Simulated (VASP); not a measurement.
# FeCo (Pm-3m) in VASP: vibrations by perturbation theory with PBEsol

Aim: the vibrations by perturbation theory of FeCo with PBEsol.

Everything below comes from runs of VASP 6.6.1. Logs are shortened: lines on timing, memory, paths and dates and some standing lists are left out, and cuts for length are marked.

## (1) The cell of the first run

It takes space group Pm-3m (No. 221, cubic). The conventional cell has a = 2.830 Å, b = 2.830 Å, c = 2.830 Å, α = 90.00°, β = 90.00°, γ = 90.00°. Fe (site symmetry m-3m) has 8 Co at 2.45 Å and 6 Fe at 2.83 Å within 3.2 Å. Within 3.2 Å of Co (site symmetry m-3m) lie 8 Fe at 2.45 Å and 6 Co at 2.83 Å.

## (2) Vibrations by perturbation theory, PBEsol, collinear spin, ferromagnetic start (11.33 Å³/atom)

The input, INCAR:

```
SYSTEM = FeCo
PREC = Accurate
ENCUT = 600
EDIFF = 1E-8
ISMEAR = -1
SIGMA = 0.05
LREAL = .False.
LASPH = .True.
NELM = 200
ALGO = Normal
ISIF = 2
LWAVE = .False.
LCHARG = .True.
ISPIN = 2
MAGMOM = 2.7 1.8
LORBIT = 11
LMAXMIX = 4
GGA = PS
IBRION = 8
NSW = 1
GGA_COMPAT = .False.
```

The input, KPOINTS:

```
regular mesh
0
Gamma
  12 12 12
  0 0 0
```

The input, POSCAR:

```
FeCo
1.0
    2.8297651511      0.0000000000      0.0000000000
    0.0000000000      2.8297651511      0.0000000000
    0.0000000000      0.0000000000      2.8297651511
Fe Co
1 1
Direct
    0.5000000000      0.5000000000      0.5000000000
    0.0000000000      0.0000000000      0.0000000000
```

Potentials or basis: VASP PAW PBE potentials, release 64 (Fe, Co).

Started as:

```
$ cat potpaw_PBE.64/Fe/POTCAR potpaw_PBE.64/Co/POTCAR > POTCAR
$ mpirun -np 1 vasp_std > vasp.out
```

OUTCAR:

```text
SYSTEM = FeCo
   PREC = Accurate
   ENCUT = 600
   EDIFF = 1E-8
   ISMEAR = -1
   LREAL = .False.
   LASPH = .True.
   NELM = 200
   ISIF = 2
   ISPIN = 2
   LORBIT = 11
   GGA = PS
   IBRION = 8
   NSW = 1

 ion  position               nearest neighbor table
   1  0.500  0.500  0.500-   2 2.45   2 2.45   2 2.45   2 2.45   2 2.45   2 2.45   2 2.45   2 2.45

   2  0.000  0.000  0.000-   1 2.45   1 2.45   1 2.45   1 2.45   1 2.45   1 2.45   1 2.45   1 2.45

  LATTYP: Found a simple cubic cell.
 ALAT       =     2.8297651511

  Lattice vectors:

 A1 = (   2.8297651511,   0.0000000000,   0.0000000000)
 A2 = (   0.0000000000,   2.8297651511,   0.0000000000)
 A3 = (   0.0000000000,   0.0000000000,   2.8297651511)

Analysis of symmetry for initial positions (statically):
=====================================================================
 Subroutine PRICEL returns:
 Original cell was already a primitive cell.

 Routine SETGRP: Setting up the symmetry group for a
 simple cubic supercell.

 Subroutine GETGRP returns: Found 48 space group operations
 (whereof 48 operations were pure point group operations)
 out of a pool of 48 trial point group operations.

The static configuration has the point symmetry O_h .

Analysis of symmetry for dynamics (positions and initial velocities):
=====================================================================
 Subroutine PRICEL returns:
 Original cell was already a primitive cell.

 Routine SETGRP: Setting up the symmetry group for a
 simple cubic supercell.

 Subroutine GETGRP returns: Found 48 space group operations
 (whereof 48 operations were pure point group operations)
 out of a pool of 48 trial point group operations.

The dynamic configuration has the point symmetry O_h .

Analysis of structural, dynamic, and magnetic symmetry:
=====================================================================
 Subroutine PRICEL returns:
 Original cell was already a primitive cell.

 Routine SETGRP: Setting up the symmetry group for a
 simple cubic supercell.
[... 1007 lines left out ...]
      1.41488      1.41488      1.41488         0.000000      0.000000      0.000000
      0.00000      0.00000      0.00000         0.000000      0.000000      0.000000
 -----------------------------------------------------------------------------------
    total drift:                                0.000000      0.000000     -0.000000

  FREE ENERGIE OF THE ION-ELECTRON SYSTEM (eV)
  ---------------------------------------------------
  free  energy   TOTEN  =       -16.7019853084 eV

  energy  without entropy=      -16.6914398257  energy(sigma->0) =      -16.69671257

[... ionic steps 2 to 3 ...]

--------------------------------------- Ionic step        4  -------------------------------------------

------------------------ aborting loop because EDIFF is reached ----------------------------------------

[... ionic steps 5 to 6 ...]

--------------------------------------- Ionic step        7  -------------------------------------------

 Free energy of the ion-electron system (eV)
  ---------------------------------------------------
  ---------------------------------------------------
  free energy    TOTEN  =        -0.16306922 eV

  energy without entropy =       -0.16306923

------------------------ aborting loop because EDIFF is reached ----------------------------------------

 INTERNAL STRAIN TENSOR  FOR ION    2  DIRECTION 1   (eV/Angst):
 -----------------------------------------------------------------------------
     0.01973  0.00000  0.00000
     0.00000 -0.00631 -0.00000
    -0.00000 -0.00000 -0.00631

 INTERNAL STRAIN TENSOR FOR ION    2 for displacements in x,y,z  (eV/Angst):
          X           Y           Z          XY          YZ          ZX
  --------------------------------------------------------------------------------
  x     0.00000     0.00000     0.00000     0.00000     0.00000     0.00000
  y     0.00000     0.00000     0.00000     0.00000     0.00000     0.00000
  z     0.00000     0.00000     0.00000     0.00000     0.00000     0.00000

 SECOND DERIVATIVES (NOT SYMMETRIZED)
 ------------------------------------
               1X          1Y          1Z          2X          2Y          2Z
  1X    -6.055868   -0.000000    0.000000    6.055868    0.000000   -0.000000
  1Y    -0.000000   -6.055868    0.000000    0.000000    6.055868   -0.000000
  1Z    -0.000000   -0.000000   -6.055868    0.000000    0.000000    6.055868
  2X     6.036117    0.000000   -0.000000   -6.036117   -0.000000    0.000000
  2Y     0.000000    6.036117   -0.000000   -0.000000   -6.036117    0.000000
  2Z     0.000000   -0.000000    6.036117   -0.000000    0.000000   -6.036117

 Eigenvectors and eigenvalues of the dynamical matrix
 ----------------------------------------------------

   1 f  =    7.178738 THz    45.105341 2PiTHz  239.456926 cm-1    29.688862 meV
             X         Y         Z           dx          dy          dz
      1.414883  1.414883  1.414883    -0.000000    0.717119    0.000000
      0.000000  0.000000  0.000000     0.000000   -0.696951   -0.000000
[... 21 lines left out ...]
   6 f/i=    0.005860 THz     0.036823 2PiTHz    0.195485 cm-1     0.024237 meV
             X         Y         Z           dx          dy          dz
      1.414883  1.414883  1.414883    -0.119553   -0.536778    0.428156
      0.000000  0.000000  0.000000    -0.123013   -0.552310    0.440545

--------------------------------------------------------------------------------------------------------

 ELASTIC MODULI CONTR FROM IONIC RELAXATION (kBar)
 Direction    XX          YY          ZZ          XY          YZ          ZX
 --------------------------------------------------------------------------------
 XX           0.0000      0.0000      0.0000      0.0000      0.0000      0.0000
 YY           0.0000      0.0000      0.0000      0.0000      0.0000      0.0000
 ZZ           0.0000      0.0000      0.0000      0.0000      0.0000      0.0000
 XY           0.0000      0.0000      0.0000      0.0000      0.0000      0.0000
 YZ           0.0000      0.0000      0.0000      0.0000      0.0000      0.0000
 ZX           0.0000      0.0000      0.0000      0.0000      0.0000      0.0000
 --------------------------------------------------------------------------------

 total charge

# of ion       s       p       d       tot
------------------------------------------
    1        0.481   0.544   6.162   7.188
    2        0.490   0.526   7.246   8.262
--------------------------------------------------
tot          0.971   1.070  13.408  15.450

 magnetization (x)

# of ion       s       p       d       tot
------------------------------------------
    1       -0.001  -0.038   2.790   2.752
    2       -0.010  -0.045   1.810   1.755
--------------------------------------------------
tot         -0.010  -0.083   4.600   4.507
```

OSZICAR:

```text
N       E                     dE             d eps       ncg     rms          rms(c)
DAV:   1     0.901197844060E+02    0.90120E+02   -0.82754E+03  4800   0.169E+03
DAV:   2    -0.162838003976E+02   -0.10640E+03   -0.98722E+02  4716   0.279E+02
DAV:   3    -0.189088429642E+02   -0.26250E+01   -0.25560E+01  5262   0.646E+01
DAV:   4    -0.189433330950E+02   -0.34490E-01   -0.34473E-01  6480   0.582E+00
[... 53 lines left out ...]
RMM:  13    -0.163069349775E+00    0.31818E-06   -0.12094E-08 18448   0.103E-04    0.201E-05
RMM:  14    -0.163069263945E+00    0.85830E-07    0.37165E-09 18026   0.398E-05    0.106E-05
RMM:  15    -0.163069228807E+00    0.35138E-07    0.15045E-09 18130   0.178E-05    0.720E-06
RMM:  16    -0.163069217649E+00    0.11158E-07    0.26926E-09 18057   0.804E-06    0.146E-06
RMM:  17    -0.163069217482E+00    0.16631E-09    0.16205E-09 18018   0.362E-06    0.687E-07
 Linear response finished
```

stdout:

```text
POSCAR found type information on POSCAR FeCo
 POSCAR found :  2 types and       2 ions
 scaLAPACK will be used
 -----------------------------------------------------------------------------
|                                                                             |
|                                                                             |
|     You enforced a specific xc type in the INCAR file but a different       |
|     I HOPE YOU KNOW WHAT YOU ARE DOING!                                     |
|                                                                             |
 -----------------------------------------------------------------------------

 LDA part: xc-table for (Slater+PW92), standard interpolation
 POSCAR, INCAR and KPOINTS ok, starting setup
 FFT: planning ... GRIDC
 FFT: planning ... GRID_SOFT
 FFT: planning ... GRID
 WAVECAR not read
 entering main loop
 Linear response reoptimize wavefunctions to high precision
 Linear response DOF=           2
 Linear response progress:
 first order change of Fermi-energy   0.90552E-03
 force on displaced ion       1 direction 1 :  -6.056   0.000   0.000
 Linear response progress:
 first order change of Fermi-energy   0.10100E-03
 force on displaced ion       2 direction 1 :  -6.036   0.000   0.000
 Linear response finished
```

Run time: 2.9 min. Hardware: 1 thread of Intel Xeon 6975P-C (Granite Rapids), shared host; peak memory 0.4 GiB.

Results:

* Net moment: 4.51 μB per cell
* Site moments: Fe +2.75; Co +1.75 μB
* Valence electrons inside the program's atomic spheres: Fe 7.19; Co 8.26
* Highest phonon frequency at Γ: 239 cm⁻¹

Phonon frequencies in cm⁻¹ (negative: imaginary):
```tsv
q point	frequencies
(0.000, 0.000, 0.000)	0 0 0 239 239 239
```

Caveat: the cell stands under pressure or tension, which shifts response properties; the PAW data sets were made with another functional, which shifts forces and pressure a little.
